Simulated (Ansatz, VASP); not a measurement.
**Two plane-wave programs on WF2**

The input POSCAR:

```
WF2
1.0
    0.0000000000      2.5756485820      2.5756485820
    2.5756485820      0.0000000000      2.5756485820
    2.5756485820      2.5756485820      0.0000000000
W F
1 2
Direct
    0.0000000000      0.0000000000      0.0000000000
    0.2500000000      0.2500000000      0.2500000000
    0.7500000000      0.7500000000      0.7500000000
```

Contents of INCAR.step1:

```
SYSTEM = WF2
PREC     = Accurate       ! precision mode
ENCUT    = 520            ! plane-wave cutoff, eV
ISMEAR   = 0              ! smearing method
SIGMA    = 0.1            ! smearing width, eV
LREAL    = .FALSE.        ! projectors in reciprocal space
LASPH    = .TRUE.         ! aspherical terms in the spheres
NELM     = 100            ! most SCF steps
NBANDS   = 21             ! bands
GGA      = PE             ! functional
ALGO     = Normal         ! electronic algorithm
EDIFF    = 1E-4           ! SCF threshold, eV
LWAVE    = .TRUE.         ! write WAVECAR
LCHARG   = .FALSE.        ! write CHGCAR
```

INCAR.step2

```
SYSTEM = WF2
PREC     = Accurate       ! precision mode
ENCUT    = 520            ! plane-wave cutoff, eV
EDIFF    = 1E-6           ! SCF threshold, eV
ISMEAR   = 0              ! smearing method
SIGMA    = 0.1            ! smearing width, eV
LREAL    = .FALSE.        ! projectors in reciprocal space
LASPH    = .TRUE.         ! aspherical terms in the spheres
NELM     = 100            ! most SCF steps
ALGO     = Normal         ! electronic algorithm
ISIF     = 2              ! what is computed and relaxed
LWAVE    = .FALSE.        ! write WAVECAR
LCHARG   = .FALSE.        ! write CHGCAR
METAGGA  = R2SCAN         ! meta-GGA
LMIXTAU  = .TRUE.       
NBANDS   = 21             ! bands
ISTART   = 1
```

Contents of KPOINTS:

```
Automatic mesh
0
G
  14 14 14
  0 0 0
```

Input for Ansatz:

```yaml
crystal:
  lattice:
    - [0.0, 2.575648582, 2.575648582]
    - [2.575648582, 0.0, 2.575648582]
    - [2.575648582, 2.575648582, 0.0]
  atoms:
    - { symbol: W, position: [0.0, 0.0, 0.0] }
    - { symbol: F, position: [0.25, 0.25, 0.25] }
    - { symbol: F, position: [0.75, 0.75, 0.75] }
basis:
  ecutwfc: 500
kpoints:
  mp_grid: { grid: [14, 14, 14] }
hamiltonian:
  xc: r2scan
scf:
  occupations: { method: gaussian, width: 0.1 }
  lower_state_search: "off"
output:
  forces: true
  stress: true
  eigenvalues: true
```

Alike in both runs: task single point; functional r2SCAN; k mesh 14 × 14 × 14; occupations gaussian, width 0.1 eV; no spin polarisation.

```csv
,VASP,Ansatz
version,VASP 6.6.1,Ansatz 0.2.0
potentials or method,"VASP PAW PBE potentials, release 64 (W_sv, F), cutoff 520 eV","scalar-relativistic, plane waves, PAW"
valence electrons in the cell,28,28
```

|  | VASP | Ansatz | Ansatz less VASP |
| --- | --- | --- | --- |
| gap on the k mesh at the Fermi level (eV) | none | none | - |
| pressure (GPa) | 5.6 | 3.8 | -1.80 |

VASP's potentials were made for PBE, not for r2SCAN. A gap of «none» marks a metal or a gap that the smearing closes.

Spin-orbit coupling is off throughout.
